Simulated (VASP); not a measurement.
# Sr (P6/mmm) in VASP: notebook

Sr is run at these levels: PBE; tasks: single point.

Program: VASP 6.6.1. These are calculated values, not measurements. Logs are shortened: lines on timing, memory, paths and dates and some standing lists are left out, and cuts for length are marked.

## (1) The cell of the first run

The structure is hexagonal, space group P6/mmm (No. 191). The conventional cell has a = 5.198 Å, b = 5.198 Å, c = 3.056 Å, α = 90.00°, β = 90.00°, γ = 120.00°. Within 4.0 Å of Sr (site symmetry 6/mmm) lie 14 Sr at 3.06 to 3.37 Å. Sr (site symmetry -6m2) has 11 Sr at 3.00 to 3.37 Å within 4.0 Å.

## (2) Single point, PBE

INCAR reads:

```
ALGO = Normal
EDIFF = 1E-7
ENCUT = 520
GGA = PE
ISIF = 2
ISMEAR = -1
LASPH = True
LCHARG = False
LREAL = False
LWAVE = False
NBANDS = 22
NELM = 80
PREC = Accurate
SIGMA = 0.1
```

KPOINTS reads:

```
k-points
0
Gamma
  5 5 7
```

POSCAR reads:

```
Sr
1.0
    5.1976057657      0.0000000000      0.0000000000
   -2.5988028829      4.5012586320      0.0000000000
    0.0000000000      0.0000000000      3.0562463695
Sr
3
Direct
    0.0000000000      0.0000000000      0.0000000000
    0.3333333333      0.6666666667      0.5000000000
    0.6666666667      0.3333333333      0.5000000000
```

Potentials or basis: VASP PAW PBE potentials, release 64 (Sr_sv).

Run with:

```sh
$ cat potpaw_PBE.64/Sr_sv/POTCAR > POTCAR
$ mpirun -np 1 vasp_std > vasp.out
```

OUTCAR:

```text
EDIFF = 1E-7
   ENCUT = 520
   GGA = PE
   ISIF = 2
   ISMEAR = -1
   LASPH = True
   LREAL = False
   NELM = 80
   PREC = Accurate

 ion  position               nearest neighbor table
   1  0.000  0.000  0.000-   2 3.37   3 3.37   2 3.37   3 3.37   3 3.37   3 3.37   2 3.37   2 3.37
                             3 3.37   3 3.37   2 3.37   2 3.37
   2  0.333  0.667  0.500-   3 3.00   3 3.00   3 3.00   1 3.37   1 3.37   1 3.37   1 3.37   1 3.37
                             1 3.37   3 4.28   3 4.28   3 4.28   3 4.28   3 4.28   3 4.28
   3  0.667  0.333  0.500-   2 3.00   2 3.00   2 3.00   1 3.37   1 3.37   1 3.37   1 3.37   1 3.37
                             1 3.37   2 4.28   2 4.28   2 4.28   2 4.28   2 4.28   2 4.28

  LATTYP: Found a hexagonal cell.
 ALAT       =     5.1976057657
 C/A-ratio  =     0.5880104239

  Lattice vectors:

 A1 = (   5.1976057657,   0.0000000000,   0.0000000000)
 A2 = (  -2.5988028829,   4.5012586320,   0.0000000000)
 A3 = (   0.0000000000,   0.0000000000,   3.0562463695)

Analysis of symmetry for initial positions (statically):
=====================================================================
 Subroutine PRICEL returns:
 Original cell was already a primitive cell.

 Routine SETGRP: Setting up the symmetry group for a
 hexagonal supercell.

 Subroutine GETGRP returns: Found 24 space group operations
 (whereof 24 operations were pure point group operations)
 out of a pool of 24 trial point group operations.

The static configuration has the point symmetry D_6h.

Analysis of symmetry for dynamics (positions and initial velocities):
=====================================================================
 Subroutine PRICEL returns:
 Original cell was already a primitive cell.

 Routine SETGRP: Setting up the symmetry group for a
 hexagonal supercell.

 Subroutine GETGRP returns: Found 24 space group operations
 (whereof 24 operations were pure point group operations)
 out of a pool of 24 trial point group operations.

The dynamic configuration has the point symmetry D_6h.

 Subroutine INISYM returns: Found 24 space group operations
 (whereof 24 operations are pure point group operations),
 and found     1 'primitive' translations

----------------------------------------------------------------------------------------

                                     Primitive cell

  volume of cell :      71.5032

  direct lattice vectors                    reciprocal lattice vectors
     5.197605766  0.000000000  0.000000000     0.192396277  0.111080042  0.000000000
    -2.598802883  4.501258632  0.000000000     0.000000000  0.222160085  0.000000000
     0.000000000  0.000000000  3.056246370     0.000000000  0.000000000  0.327198753

  length of vectors
     5.197605766  5.197605766  3.056246370     0.222160085  0.222160085  0.327198753

  position of ions in fractional coordinates (direct lattice)
     0.000000000  0.000000000  0.000000000
     0.333333333  0.666666667  0.500000000
     0.666666667  0.333333333  0.500000000

  ion indices of the primitive-cell ions
   primitive index   ion index
                 1           1
                 2           2
                 3           3

----------------------------------------------------------------------------------------

 KPOINTS: k-points

Automatic generation of k-mesh.
 Grid dimensions read from file:
 generate k-points for:    5    5    7

 Generating k-lattice:

  Cartesian coordinates                     Fractional coordinates (reciprocal lattice)
     0.038479255  0.022216008  0.000000000     0.200000000  0.000000000  0.000000000
     0.000000000  0.044432017  0.000000000     0.000000000  0.200000000  0.000000000
     0.000000000  0.000000000  0.046742679     0.000000000  0.000000000  0.142857143

  Length of vectors
     0.044432017  0.044432017  0.046742679

  Shift w.r.t. Gamma in fractional coordinates (k-lattice)
     0.000000000  0.000000000  0.000000000

 Subroutine IBZKPT returns following result:
 ===========================================

 Found     20 irreducible k-points:

 Following reciprocal coordinates:
            Coordinates               Weight
  0.000000  0.000000  0.000000      1.000000
  0.200000  0.000000  0.000000      6.000000
  0.400000  0.000000  0.000000      6.000000
  0.200000  0.200000  0.000000      6.000000
  0.400000  0.200000  0.000000      6.000000
  0.000000  0.000000  0.142857      2.000000
[... 12 lines left out ...]
  0.200000  0.200000  0.428571     12.000000
  0.400000  0.200000  0.428571     12.000000
   k-points           NKPTS =     20   k-points in BZ     NKDIM =     20   number of bands    NBANDS=     22
   number of dos      NEDOS =    301   number of ions     NIONS =      3
   total plane-waves  NPLWV =  38400
   dimension x,y,z NGX =    40 NGY =   40 NGZ =   24
   dimension x,y,z NGXF=    80 NGYF=   80 NGZF=   48
   ions per type =               3
   NGX,Y,Z   is equivalent  to a cutoff of  12.79, 12.79, 13.05 a.u.
   NGXF,Y,Z  is equivalent  to a cutoff of  25.59, 25.59, 26.11 a.u.
 SYSTEM =  unknown system
   PREC   = accura    normal or accurate (medium, high low for compatibility)
   ISTART =      0    job   : 0-new  1-cont  2-samecut
   ICHARG =      2    charge: 1-file 2-atom 10-const
   ISPIN  =      1    spin polarized calculation?
   LNONCOLLINEAR =      F non collinear calculations
   LSORBIT =      F    spin-orbit coupling
   LASPH  =      T    aspherical Exc in radial PAW
   ENCUT  =  520.0 eV  38.22 Ry    6.18 a.u.   9.66  9.66  5.68*2*pi/ulx,y,z
   NELM   =     80;   NELMIN=  2; NELMDL= -5     # of ELM steps
   EDIFF  = 0.1E-06   stopping-criterion for ELM
   LREAL  =      F    real-space projection
   EDIFFG = 0.1E-05   stopping-criterion for IOM
   NSW    =      0    number of steps for IOM
   IBRION =     -1    ionic relax: 0-MD 1-quasi-New 2-CG
   NFREE  =      0    steps in history (QN), initial steepest desc. (CG)
   ISIF   =      2    stress and relaxation
   ISYM   =      2    0-nonsym 1-usesym 2-fastsym
   POTIM  = 0.5000    time-step for ionic-motion
   TEBEG  =    0.0;   TEEND  =   0.0 temperature during run
   PSTRESS=    0.0 pullay stress
   NELECT =      30.0000    total number of electrons
   NUPDOWN=      -1.0000    fix difference up-down
   EMIN   =  10.00;   EMAX   =-10.00  energy-range for DOS
   EFERMI =   0.00;   METHOD = LEGACY
   ISMEAR =    -1;   SIGMA  =   0.10  broadening in eV -4-tet -1-fermi 0-gaus
   EFERMI_NEDOS =   21; number of points for ismear=-14 and -15
   IALGO  =     38    algorithm
   IMIX   =      4    mixing-type and parameters
     AMIX     =   0.40;   BMIX     =  1.00
     AMIX_MAG =   1.60;   BMIX_MAG =  1.00
  volume/ion in A,a.u.               =      23.83       160.84
  Fermi-wavevector in a.u.,A,eV,Ry     =   1.225575  2.316002 20.436427  1.502035
  Thomas-Fermi vector in A             =   2.360608
   LORBIT       =      0    0 simple, 1 ext, 2 COOP (PROOUT), +10 PAW based schemes
   GGA     = PE    functional components
   LHFCALC =     F    Hartree Fock is set to
   AEXX    =    0.0000 exact exchange contribution
   IVDW    =     0    specifies the selected vdW correction
   LEPSILON=     F    determine dielectric tensor
   LRPA    =     F    only Hartree local field effects (RPA)
 non-spin polarized calculation
  energy-cutoff  :      520.00
  volume of cell :       71.50
 maximum number of plane-waves:      1939
 NGX is ok and might be reduce to    40

 number of electron      30.0000000 magnetization

 Free energy of the ion-electron system (eV)
  ---------------------------------------------------
  ext. energy  EPLUGINS =         0.00000000
  ---------------------------------------------------
  free energy    TOTEN  =         0.72420692 eV

  energy without entropy =        0.86876839  energy(sigma->0) =        0.79648765

 E-fermi :   5.3434     XC(G=0): -10.4456

 val. band max:        5.3268475119   @ k =   0.4000   0.2000   0.4286
 cond. band min:       5.3443184426   @ k =   0.0000   0.0000   0.1429
 fundamental gap:      0.0174709306
 Fermi energy:         5.3433833968

 k-point     1 :       0.0000    0.0000    0.0000
  band No.  band energies     occupation
      1     -30.4045      2.00000
      2     -29.8747      2.00000
      3     -29.8037      2.00000
      4     -13.1060      2.00000
      5     -13.1060      2.00000
      6     -12.6215      2.00000
[... 14 lines left out ...]
     21       9.3728      0.00000
     22       9.3728      0.00000

 k-point     2 :       0.2000    0.0000    0.0000
  band No.  band energies     occupation
      1     -30.3521      2.00000
      2     -29.9151      2.00000
      3     -29.8217      2.00000
      4     -13.3525      2.00000
      5     -13.1961      2.00000
      6     -12.2830      2.00000
[... 14 lines left out ...]
     21       8.6514      0.00000
     22       9.8959      0.00000

 k-point     3 :       0.4000    0.0000    0.0000
  band No.  band energies     occupation
      1     -30.2256      2.00000
      2     -30.0213      2.00000
      3     -29.8520      2.00000
      4     -13.5708      2.00000
      5     -12.9666      2.00000
      6     -12.2263      2.00000
[... 14 lines left out ...]
     21       9.0001      0.00000
     22       9.4992      0.00000
[... 376 lines left out ...]
 k-point    19 :       0.2000    0.2000    0.4286
  band No.  band energies     occupation
      1     -29.9901      2.00000
      2     -29.7542      2.00000
      3     -29.6391      2.00000
      4     -13.3977      2.00000
      5     -13.3264      2.00000
      6     -12.9466      2.00000
[... 14 lines left out ...]
     21       8.7282      0.00000
     22      10.1933      0.00000

 k-point    20 :       0.4000    0.2000    0.4286
  band No.  band energies     occupation
      1     -29.9170      2.00000
      2     -29.8283      2.00000
      3     -29.6402      2.00000
      4     -13.5085      2.00000
      5     -13.2989      2.00000
      6     -13.0785      2.00000
[... 14 lines left out ...]
     21       8.9716      0.00000
     22       9.2166      0.00000

------------------------ aborting loop because EDIFF is reached ----------------------------------------

  FORCE on cell =-STRESS in cart. coord.  units (eV):
  Direction    XX          YY          ZZ          XY          YZ          ZX
  --------------------------------------------------------------------------------------
  -------------------------------------------------------------------------------------
  Total       14.6029907     14.6029907     14.3738054     -0.0000000      0.0000000      0.0000000
  in kB      327.2101204    327.2101204    322.0747504     -0.0000000      0.0000000      0.0000000
  external PRESSURE =     325.4983304 kB  Pullay stress =       0.0000000 kB

 VOLUME and BASIS-vectors are now :
 -----------------------------------------------------------------------------
  energy-cutoff  :      520.00
  volume of cell :       71.50
      direct lattice vectors                 reciprocal lattice vectors
     5.197605766  0.000000000  0.000000000     0.192396277  0.111080042  0.000000000
    -2.598802883  4.501258632  0.000000000     0.000000000  0.222160085  0.000000000
     0.000000000  0.000000000  3.056246370     0.000000000  0.000000000  0.327198753

 POSITION                                       TOTAL-FORCE (eV/Angst)
 -----------------------------------------------------------------------------------
      0.00000      0.00000      0.00000         0.000000      0.000000     -0.000000
     -0.00000      3.00084      1.52812        -0.000000      0.000000      0.000000
      2.59880      1.50042      1.52812         0.000000     -0.000000     -0.000000
 -----------------------------------------------------------------------------------
    total drift:                                0.000000     -0.000000      0.000000

  FREE ENERGIE OF THE ION-ELECTRON SYSTEM (eV)
  ---------------------------------------------------
  free  energy   TOTEN  =         0.7242069160 eV

  energy  without entropy=        0.8687683907  energy(sigma->0) =        0.79648765
```

Wall time 24 s (1 thread of Intel Xeon Platinum 8488C (Sapphire Rapids), shared host); peak memory 0.18 GiB.

Results:

- Free energy: 0.7242 eV
- Pressure: 32.5 GPa
- Band gap on the k mesh: zero (band 15 reaches 6.87 eV, above the bottom of band 16 at 4.97 eV)

## (3) Single point, PBE

INCAR reads:

```
SYSTEM = Sr
ALGO = Normal
EDIFF = 1E-6
ENCUT = 520
GGA = PE
ISIF = 2
ISMEAR = -1
LASPH = .TRUE.
LCHARG = .TRUE.
LELF = .TRUE.
LREAL = .FALSE.
LVHAR = .TRUE.
LWAVE = .FALSE.
NBANDS = 22
NELM = 100
PREC = Accurate
SIGMA = 0.1
```

KPOINTS reads:

```
k-points
0
G
  5 5 7
  0 0 0
```

POSCAR reads:

```
Sr
1.0
    5.1976057658      0.0000000000      0.0000000000
   -2.5988028829      4.5012586320      0.0000000000
    0.0000000000      0.0000000000      3.0562463694
Sr
3
Direct
    0.0000000000      0.0000000000      0.0000000000
    0.3333333333      0.6666666667      0.5000000000
    0.6666666667      0.3333333333      0.5000000000
```

Potentials or basis: VASP PAW PBE potentials, release 64 (Sr_sv).

Run with:

```sh
$ cat potpaw_PBE.64/Sr_sv/POTCAR > POTCAR
$ mpirun -np 1 vasp_std > vasp.out
```

It took 21 s on 1 thread of Intel Xeon Platinum 8488C (Sapphire Rapids), shared host; peak memory 0.19 GiB.

Results (log left out):

```yaml
Free_energy: 0.7242 eV
Pressure: 32.6 GPa
Band_gap_on_the_k_mesh: zero (band 15 reaches 6.87 eV, above the bottom of band 16 at 4.97 eV)
```

Stress tensor (GPa, compression positive):
```
32.73  0.00  0.00
 0.00 32.73  0.00
 0.00  0.00 32.22
```

Levels at points of the mesh, in eV from the Fermi level:
```tsv
k point	band 11	band 12	band 13	band 14	band 15	band 16	band 17	band 18	band 19	band 20
(0.00, 0.00, 0.00)	-16.44	-16.36	-3.77	-0.86	1.52	1.52	1.59	1.59	1.66	2.86
```

## (4) Single point, PBE

INCAR reads:

```
PREC = Accurate
ENCUT = 520
EDIFF = 1E-7
ISMEAR = -1
SIGMA = 0.1
LREAL = False
LASPH = True
NELM = 100
ALGO = Normal
ISIF = 2
LWAVE = False
LCHARG = False
GGA = PE
NBANDS = 22
```

KPOINTS reads:

```
regular mesh
0
Gamma
  5 5 7
```

POSCAR is that of step 3.

Run with:

```sh
$ cat potpaw_PBE.64/Sr_sv/POTCAR > POTCAR
$ mpirun -np 1 vasp_std > vasp.out
```

It took 25 s on 1 thread of Intel Xeon Platinum 8488C (Sapphire Rapids), shared host; peak memory 0.19 GiB.

It converged, with:

| Quantity | Value |
| --- | --- |
| Free energy | 0.7242 eV |
| Pressure | 32.5 GPa |
| Band gap on the k mesh | zero (band 15 reaches 6.87 eV, above the bottom of band 16 at 4.97 eV) |

Stress tensor (GPa, compression positive):
```
32.72  0.00  0.00
 0.00 32.72  0.00
 0.00  0.00 32.21
```

Levels at points of the mesh, in eV from the Fermi level:
```csv
k point,band 12,band 13,band 14,band 15,band 16,band 17,band 18,band 19
"(0.00, 0.00, 0.00)",-16.36,-3.77,-0.86,1.52,1.52,1.59,1.59,1.66
```

## (5) Single point, PBE

This run uses another cell than the first one, of 27.71 Å³/atom, 1.163 times its volume.

INCAR reads:

```
SYSTEM = Sr
  PREC = Accurate
  ENCUT = 520
  EDIFF = 1E-6
  ISMEAR = -1
  SIGMA = 0.1
  LREAL = .FALSE.
  LASPH = .TRUE.
  NELM = 60
  ALGO = Normal
  ISIF = 2
  LWAVE = .FALSE.
  LCHARG = .TRUE.
  GGA = PE
  LELF = .TRUE.
  LVHAR = .TRUE.
  NBANDS = 22
```

KPOINTS reads:

```
regular mesh
0
G
  5 5 7
  0 0 0
```

POSCAR reads:

```
Sr
1.0
    5.4669500344      0.0000000000      0.0000000000
   -2.7334750172      4.7345176110      0.0000000000
    0.0000000000      0.0000000000      3.2122280570
Sr
3
Direct
    0.0000000000      0.0000000000      0.0000000000
    0.3333333333      0.6666666667      0.5000000000
    0.6666666667      0.3333333333      0.5000000000
```

Potentials or basis: VASP PAW PBE potentials, release 64 (Sr_sv).

Run with:

```sh
$ cat potpaw_PBE.64/Sr_sv/POTCAR > POTCAR
$ mpirun -np 1 vasp_std > vasp.out
```

OUTCAR:

```text
SYSTEM = Sr
   PREC = Accurate
   ENCUT = 520
   EDIFF = 1E-6
   ISMEAR = -1
   LREAL = .FALSE.
   LASPH = .TRUE.
   NELM = 60
   ISIF = 2
   GGA = PE

 ion  position               nearest neighbor table
   1  0.000  0.000  0.000-   2 3.54   3 3.54   2 3.54   3 3.54   2 3.54   2 3.54   3 3.54   3 3.54
                             3 3.54   3 3.54   2 3.54   2 3.54
   2  0.333  0.667  0.500-   3 3.16   3 3.16   3 3.16   1 3.54   1 3.54   1 3.54   1 3.54   1 3.54
                             1 3.54   3 4.50   3 4.50   3 4.50   3 4.50   3 4.50   3 4.50
   3  0.667  0.333  0.500-   2 3.16   2 3.16   2 3.16   1 3.54   1 3.54   1 3.54   1 3.54   1 3.54
                             1 3.54   2 4.50   2 4.50   2 4.50   2 4.50   2 4.50   2 4.50
[... 694 lines left out ...]
  -------------------------------------------------------------------------------------
  Total       11.4895489     11.4895489     11.3448402      0.0000000      0.0000000      0.0000000
  in kB      221.4044516    221.4044516    218.6159034      0.0000000      0.0000000      0.0000000
  external PRESSURE =     220.4749355 kB  Pullay stress =       0.0000000 kB

 VOLUME and BASIS-vectors are now :
 -----------------------------------------------------------------------------
  energy-cutoff  :      520.00
  volume of cell :       83.14
      direct lattice vectors                 reciprocal lattice vectors
     5.466950034  0.000000000  0.000000000     0.182917348  0.105607380  0.000000000
    -2.733475017  4.734517611  0.000000000     0.000000000  0.211214760  0.000000000
     0.000000000  0.000000000  3.212228057     0.000000000  0.000000000  0.311310400

 POSITION                                       TOTAL-FORCE (eV/Angst)
 -----------------------------------------------------------------------------------
      0.00000      0.00000      0.00000        -0.000000      0.000000      0.000000
     -0.00000      3.15635      1.60611        -0.000000      0.000000     -0.000000
      2.73348      1.57817      1.60611         0.000000     -0.000000      0.000000
 -----------------------------------------------------------------------------------
    total drift:                               -0.000000      0.000000     -0.000000

  FREE ENERGIE OF THE ION-ELECTRON SYSTEM (eV)
  ---------------------------------------------------
  free  energy   TOTEN  =        -1.2416868372 eV

  energy  without entropy=       -1.1081105901  energy(sigma->0) =       -1.17489871
```

stdout:

```text
POSCAR found type information on POSCAR Sr
 POSCAR found :  1 types and       3 ions
 scaLAPACK will be used
 LDA part: xc-table for (Slater+PW92), standard interpolation
 POSCAR, INCAR and KPOINTS ok, starting setup
 FFT: planning ... GRIDC
 FFT: planning ... GRID_SOFT
 FFT: planning ... GRID
 WAVECAR not read
 entering main loop
```

Wall time 26 s (1 thread of Intel Xeon Platinum 8488C (Sapphire Rapids), shared host); peak memory 0.2 GiB.

What came out:

```yaml
Free_energy: -1.2417 eV
Pressure: 22.0 GPa
Band_gap_on_the_k_mesh: zero (band 15 reaches 5.58 eV, above the bottom of band 16 at 4.22 eV)
```

Levels at points of the mesh, in eV from the Fermi level:
| k point | band 11 | band 12 | band 13 | band 14 | band 15 | band 16 | band 17 | band 18 | band 19 | band 20 |
| --- | --- | --- | --- | --- | --- | --- | --- | --- | --- | --- |
| (0.00, 0.00, 0.00) | -16.81 | -16.78 | -3.98 | -0.59 | 1.13 | 1.13 | 1.14 | 1.14 | 1.46 | 2.72 |
